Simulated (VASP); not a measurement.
Runs of VASP 6.6.1 on ZnO. The structure is that of space group I4/mmm (No. 139), or close to it. The cells are those of the table. 

| cell | gap on the mesh (eV) | pressure (GPa) |
| --- | --- | --- |
| a = 3.347, b = 3.347, c = 2.733 Å, angles 65.9, 65.9, 48.2°, 2 atoms | 0.27 | 15.8 |
| a = 2.987, b = 2.987, c = 3.542 Å, angles 53.6, 53.6, 72.7°, 2 atoms | 2.15 | (b) |
| a = 3.260, b = 3.260, c = 2.811 Å, angles 64.5, 64.5, 51.1°, 2 atoms | (c) | 2.9 |
| a = 2.982, b = 2.982, c = 3.444 Å, angles 54.7, 54.7, 70.5°, 2 atoms | (a) | 23.3 |
| a = 3.417, b = 3.417, c = 2.680 Å, angles 66.9, 66.9, 46.2°, 2 atoms | 0.21 | 27.2 |
| a = 3.189, b = 3.189, c = 2.887 Å, angles 63.1, 63.1, 53.8°, 2 atoms | 0.39 | -5.8 |
| a = 3.031, b = 3.031, c = 3.155 Å, angles 58.6, 58.6, 62.7°, 2 atoms | 0.56 | -12.1 |

Alike in all rows: task single point; level LDA; potentials or basis VASP PAW LDA potentials, release 64 (Zn, O); no spin polarisation; k mesh 12 × 12 × 12; cutoff (eV) 520; smearing gaussian 0.05 eV.

Problem. Fill in the values left out.

Solution. (a) 1.53; (b) 49.4; (c) 0.33.

A k mesh can miss the band edges.
